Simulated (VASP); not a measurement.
# Al (P6_3/mmc) in VASP: single point with r2SCAN

Aim: the single point of Al with r2SCAN.

Program: VASP 6.6.1. These are calculated values, not measurements. Logs are shortened: lines on timing, memory, paths and dates and some standing lists are left out, and cuts for length are marked.

## (1) The cell of the first run

Symmetry: P6_3/mmc, No. 194, hexagonal system. Conventional cell: a = 2.812 Å, b = 2.812 Å, c = 4.867 Å, α = 90.00°, β = 90.00°, γ = 120.00°. Al (site symmetry -6m2) has 12 Al at 2.81 to 2.93 Å within 3.7 Å.

## (2) Single point, r2SCAN

POSCAR reads:

```
Al
1.0
    2.8124553515      0.0000000000      0.0000000000
   -1.4062276757      2.4356577814      0.0000000000
    0.0000000000      0.0000000000      4.8668500000
Al
2
Direct
    0.6666666700      0.3333333300      0.7500000000
    0.3333333300      0.6666666700      0.2500000000
```

INCAR.step1 reads:

```
SYSTEM = Al
PREC = Accurate
ENCUT = 520
ISMEAR = 0
SIGMA = 0.1
LREAL = .FALSE.
LASPH = .TRUE.
NELM = 100
NBANDS = 10
GGA = PE
ALGO = Normal
EDIFF = 1E-4
LWAVE = .TRUE.
LCHARG = .FALSE.
```

INCAR.step2 reads:

```
SYSTEM = Al
PREC = Accurate
ENCUT = 520
EDIFF = 1E-6
ISMEAR = 0
SIGMA = 0.1
LREAL = .FALSE.
LASPH = .TRUE.
NELM = 100
ALGO = Normal
ISIF = 2
LWAVE = .FALSE.
LCHARG = .FALSE.
METAGGA = R2SCAN
LMIXTAU = .TRUE.
NBANDS = 10
ISTART = 1
```

KPOINTS reads:

```
regular mesh
0
G
  6 6 4
  0 0 0
```

Potentials or basis: VASP PAW PBE potentials, release 64 (Al).

Launch:

```console
cat potpaw_PBE.64/Al/POTCAR > POTCAR
cp INCAR.step1 INCAR
mpirun -np 1 vasp_std > vasp.out
cp INCAR.step2 INCAR
mpirun -np 1 vasp_std > vasp.out
```

OUTCAR:

```text
SYSTEM = Al
   PREC = Accurate
   ENCUT = 520
   EDIFF = 1E-6
   ISMEAR = 0
   LREAL = .FALSE.
   LASPH = .TRUE.
   NELM = 100
   ISIF = 2
   METAGGA = R2SCAN
   ISTART = 1

 ion  position               nearest neighbor table
   1  0.667  0.333  0.750-   2 2.93   2 2.93   2 2.93   2 2.93   2 2.93   2 2.93
   2  0.333  0.667  0.250-   1 2.93   1 2.93   1 2.93   1 2.93   1 2.93   1 2.93

  LATTYP: Found a hexagonal cell.
 ALAT       =     2.8124553515
 C/A-ratio  =     1.7304630267

  Lattice vectors:

 A1 = (   2.8124553515,   0.0000000000,   0.0000000000)
 A2 = (  -1.4062276757,   2.4356577814,   0.0000000000)
 A3 = (   0.0000000000,   0.0000000000,   4.8668500000)

Analysis of symmetry for initial positions (statically):
=====================================================================
 Subroutine PRICEL returns:
 Original cell was already a primitive cell.

 Routine SETGRP: Setting up the symmetry group for a
 hexagonal supercell.

 Subroutine GETGRP returns: Found 24 space group operations
 (whereof 12 operations were pure point group operations)
 out of a pool of 24 trial point group operations.

The static configuration has the point symmetry D_3d.
 The point group associated with its full space group is D_6h.

Analysis of symmetry for dynamics (positions and initial velocities):
=====================================================================
 Subroutine PRICEL returns:
 Original cell was already a primitive cell.

 Routine SETGRP: Setting up the symmetry group for a
 hexagonal supercell.

 Subroutine GETGRP returns: Found 24 space group operations
 (whereof 12 operations were pure point group operations)
 out of a pool of 24 trial point group operations.

The dynamic configuration has the point symmetry D_3d.
 The point group associated with its full space group is D_6h.

 Subroutine INISYM returns: Found 24 space group operations
 (whereof 12 operations are pure point group operations),
 and found     1 'primitive' translations

----------------------------------------------------------------------------------------

                                     Primitive cell

  volume of cell :      33.3388

  direct lattice vectors                    reciprocal lattice vectors
     2.812455352  0.000000000  0.000000000     0.355561200  0.205283355  0.000000000
    -1.406227676  2.435657781  0.000000000     0.000000000  0.410566709  0.000000000
     0.000000000  0.000000000  4.866850000     0.000000000  0.000000000  0.205471712

  length of vectors
     2.812455352  2.812455351  4.866850000     0.410566709  0.410566709  0.205471712

  position of ions in fractional coordinates (direct lattice)
     0.666666670  0.333333330  0.750000000
     0.333333330  0.666666670  0.250000000

  ion indices of the primitive-cell ions
   primitive index   ion index
                 1           1
                 2           2

----------------------------------------------------------------------------------------

 KPOINTS: regular mesh

Automatic generation of k-mesh.
 Grid dimensions read from file:
 generate k-points for:    6    6    4

 Generating k-lattice:

  Cartesian coordinates                     Fractional coordinates (reciprocal lattice)
     0.059260200  0.034213892  0.000000000     0.166666667  0.000000000  0.000000000
     0.000000000  0.068427785  0.000000000     0.000000000  0.166666667  0.000000000
     0.000000000  0.000000000  0.051367928     0.000000000  0.000000000  0.250000000

  Length of vectors
     0.068427785  0.068427785  0.051367928

  Shift w.r.t. Gamma in fractional coordinates (k-lattice)
     0.000000000  0.000000000  0.000000000

 Subroutine IBZKPT returns following result:
 ===========================================

 Found     21 irreducible k-points:

 Following reciprocal coordinates:
            Coordinates               Weight
  0.000000  0.000000  0.000000      1.000000
  0.166667 -0.000000  0.000000      6.000000
  0.333333 -0.000000  0.000000      6.000000
  0.500000 -0.000000  0.000000      3.000000
  0.166667  0.166667  0.000000      6.000000
  0.333333  0.166667  0.000000     12.000000
[... 13 lines left out ...]
  0.333333  0.166667  0.500000     12.000000
  0.333333  0.333333  0.500000      2.000000
   k-points           NKPTS =     21   k-points in BZ     NKDIM =     21   number of bands    NBANDS=     10
   number of dos      NEDOS =    301   number of ions     NIONS =      2
   total plane-waves  NPLWV =  20736
   dimension x,y,z NGX =    24 NGY =   24 NGZ =   36
   dimension x,y,z NGXF=    48 NGYF=   48 NGZF=   72
   ions per type =               2
   NGX,Y,Z   is equivalent  to a cutoff of  14.19, 14.19, 12.30 a.u.
   NGXF,Y,Z  is equivalent  to a cutoff of  28.37, 28.37, 24.59 a.u.
 SYSTEM =  Al
   PREC   = accura    normal or accurate (medium, high low for compatibility)
   ISTART =      1    job   : 0-new  1-cont  2-samecut
   ICHARG =      0    charge: 1-file 2-atom 10-const
   ISPIN  =      1    spin polarized calculation?
   LNONCOLLINEAR =      F non collinear calculations
   LSORBIT =      F    spin-orbit coupling
   LASPH  =      T    aspherical Exc in radial PAW
   ENCUT  =  520.0 eV  38.22 Ry    6.18 a.u.   5.23  5.23  9.05*2*pi/ulx,y,z
   NELM   =    100;   NELMIN=  2; NELMDL=  0     # of ELM steps
   EDIFF  = 0.1E-05   stopping-criterion for ELM
   LREAL  =      F    real-space projection
[... 7 lines left out ...]
   TEBEG  =    0.0;   TEEND  =   0.0 temperature during run
   PSTRESS=    0.0 pullay stress
   NELECT =       6.0000    total number of electrons
   NUPDOWN=      -1.0000    fix difference up-down
   EMIN   =  10.00;   EMAX   =-10.00  energy-range for DOS
   EFERMI =   0.00;   METHOD = LEGACY
   ISMEAR =     0;   SIGMA  =   0.10  broadening in eV -4-tet -1-fermi 0-gaus
   EFERMI_NEDOS =   21; number of points for ismear=-14 and -15
   IALGO  =     38    algorithm
   IMIX   =      4    mixing-type and parameters
     AMIX     =   0.40;   BMIX     =  1.00
     AMIX_MAG =   1.60;   BMIX_MAG =  1.00
  volume/ion in A,a.u.               =      16.67       112.49
  Fermi-wavevector in a.u.,A,eV,Ry     =   0.924291  1.746656 11.623640  0.854313
  Thomas-Fermi vector in A             =   2.050021
   LORBIT       =      0    0 simple, 1 ext, 2 COOP (PROOUT), +10 PAW based schemes
   METAGGA = R2SCAN    functional components
   LHFCALC =     F    Hartree Fock is set to
   AEXX    =    0.0000 exact exchange contribution
   IVDW    =     0    specifies the selected vdW correction
   LEPSILON=     F    determine dielectric tensor
   LRPA    =     F    only Hartree local field effects (RPA)
 non-spin polarized calculation
 Gauss-broadening in eV      SIGMA  =   0.10
  energy-cutoff  :      520.00
  volume of cell :       33.34
 maximum number of plane-waves:       920
 NGX is ok and might be reduce to    24
   NGX = 11   NGY = 11   NGZ = 19

 number of electron       6.0000000 magnetization

 Free energy of the ion-electron system (eV)
  ---------------------------------------------------
  ext. energy  EPLUGINS =         0.00000000
  ---------------------------------------------------
  free energy    TOTEN  =       -13.38429806 eV

  energy without entropy =      -13.37704682  energy(sigma->0) =      -13.38067244

 E-fermi :   7.7814     XC(G=0): -10.8770

 val. band max:        7.6359377597   @ k =   0.3333   0.1667   0.0000
 cond. band min:       7.7885964897   @ k =   0.3333  -0.0000   0.2500
 fundamental gap:      0.1526587300
 Fermi energy:         7.7814363981

 k-point     1 :       0.0000    0.0000    0.0000
  band No.  band energies     occupation
      1      -3.8695      2.00000
      2       2.6419      2.00000
      3       2.6514      2.00000
      4      19.6953      0.00000
      5      20.1607      0.00000
      6      20.1607      0.00000
      7      20.2676      0.00000
      8      20.2676      0.00000
      9      21.2528      0.00000
     10      23.6581      0.00000

 k-point     2 :       0.1667   -0.0000    0.0000
  band No.  band energies     occupation
      1      -3.1337      2.00000
      2       3.3356      2.00000
      3       3.3602      2.00000
      4      13.7614      0.00000
      5      17.1010      0.00000
      6      18.0587      0.00000
      7      19.5365      0.00000
      8      19.8522      0.00000
      9      21.9023      0.00000
     10      21.9232      0.00000

 k-point     3 :       0.3333   -0.0000    0.0000
  band No.  band energies     occupation
      1      -0.9496      2.00000
      2       5.3105      2.00000
      3       5.4151      2.00000
      4       7.8212      0.57393
      5      13.4898      0.00000
      6      13.7922      0.00000
      7      15.2334      0.00000
      8      17.1049      0.00000
      9      20.6722      0.00000
     10      21.1774      0.00000

 k-point     4 :       0.5000   -0.0000    0.0000
  band No.  band energies     occupation
      1       2.5871      2.00000
      2       2.6163      2.00000
      3       8.5259      0.00000
      4       8.6307      0.00000
      5       9.3060      0.00000
      6       9.4679      0.00000
      7      14.6123      0.00000
      8      16.3499      0.00000
      9      20.1366      0.00000
     10      20.4730      0.00000
[... 183 lines left out ...]
 k-point    19 :       0.1667    0.1667    0.5000
  band No.  band energies     occupation
      1      -0.0449      2.00000
      2      -0.0449      2.00000
      3      11.8067      0.00000
      4      11.8067      0.00000
      5      12.0699      0.00000
      6      12.0699      0.00000
      7      14.0654      0.00000
      8      14.0654      0.00000
      9      23.4771      0.00000
     10      23.4771      0.00000

 k-point    20 :       0.3333    0.1667    0.5000
  band No.  band energies     occupation
      1       2.7761      2.00000
      2       2.7761      2.00000
      3       7.0481      2.00000
      4       7.0481      2.00000
      5      11.2005      0.00000
      6      11.2005      0.00000
      7      15.5404      0.00000
      8      15.5404      0.00000
      9      19.4183      0.00000
     10      19.4183      0.00000

 k-point    21 :       0.3333    0.3333    0.5000
  band No.  band energies     occupation
      1       5.5675      2.00000
      2       5.5675      2.00000
      3       6.2257      2.00000
      4       6.2257      2.00000
      5       7.3381      2.00000
      6       7.3381      2.00000
      7      17.8521      0.00000
      8      17.8521      0.00000
      9      18.9808      0.00000
     10      18.9808      0.00000

------------------------ aborting loop because EDIFF is reached ----------------------------------------

  FORCE on cell =-STRESS in cart. coord.  units (eV):
  Direction    XX          YY          ZZ          XY          YZ          ZX
  --------------------------------------------------------------------------------------
  -------------------------------------------------------------------------------------
  Total       -0.3072711     -0.3072711     -0.9896521     -0.0000000     -0.0000000      0.0000000
  in kB      -14.7666665    -14.7666665    -47.5601545     -0.0000000     -0.0000000      0.0000000
  external PRESSURE =     -25.6978292 kB  Pullay stress =       0.0000000 kB

 VOLUME and BASIS-vectors are now :
 -----------------------------------------------------------------------------
  energy-cutoff  :      520.00
  volume of cell :       33.34
      direct lattice vectors                 reciprocal lattice vectors
     2.812455352  0.000000000  0.000000000     0.355561200  0.205283355  0.000000000
    -1.406227676  2.435657781  0.000000000     0.000000000  0.410566709  0.000000000
     0.000000000  0.000000000  4.866850000     0.000000000  0.000000000  0.205471712

 POSITION                                       TOTAL-FORCE (eV/Angst)
 -----------------------------------------------------------------------------------
      1.40623      0.81189      3.65014        -0.000000      0.000000      0.000000
     -0.00000      1.62377      1.21671         0.000000     -0.000000      0.000000
 -----------------------------------------------------------------------------------
    total drift:                                0.000000     -0.000000      0.000000

  FREE ENERGIE OF THE ION-ELECTRON SYSTEM (eV)
  ---------------------------------------------------
  free  energy   TOTEN  =       -13.3842980554 eV

  energy  without entropy=      -13.3770468164  energy(sigma->0) =      -13.38067244
```

Run time: 13 s. Hardware: 1 thread of Intel Xeon 6975P-C (Granite Rapids), shared host; peak memory 0.14 GiB.

Results:

```yaml
Free_energy: -13.3843 eV
Pressure: -2.6 GPa
Band_gap_on_the_k_mesh: zero (band 3 reaches 11.81 eV, above the bottom of band 4 at 4.71 eV)
```

Stress tensor (GPa, compression positive):
```
-1.48  0.00  0.00
 0.00 -1.48  0.00
 0.00  0.00 -4.76
```

Levels at points of the mesh, in eV from the Fermi level:
```tsv
k point	band 1	band 2	band 3	band 4	band 5	band 6	band 7	band 8
(0.00, 0.00, 0.00)	-11.65	-5.14	-5.13	11.91	12.38	12.38	12.49	12.49
(0.50, 0.00, 0.00)	-5.19	-5.17	0.74	0.85	1.52	1.69	6.83	8.57
(0.00, 0.00, 0.50)	-10.00	-10.00	2.67	2.67	13.34	13.34	13.34	13.34
(0.50, 0.00, 0.50)	-4.00	-4.00	-3.07	-3.07	7.92	7.92	8.25	8.25
```

Caveat: the k points lie up to 0.43 Å⁻¹ apart; the PAW data sets were made with another functional, which shifts forces and pressure a little.
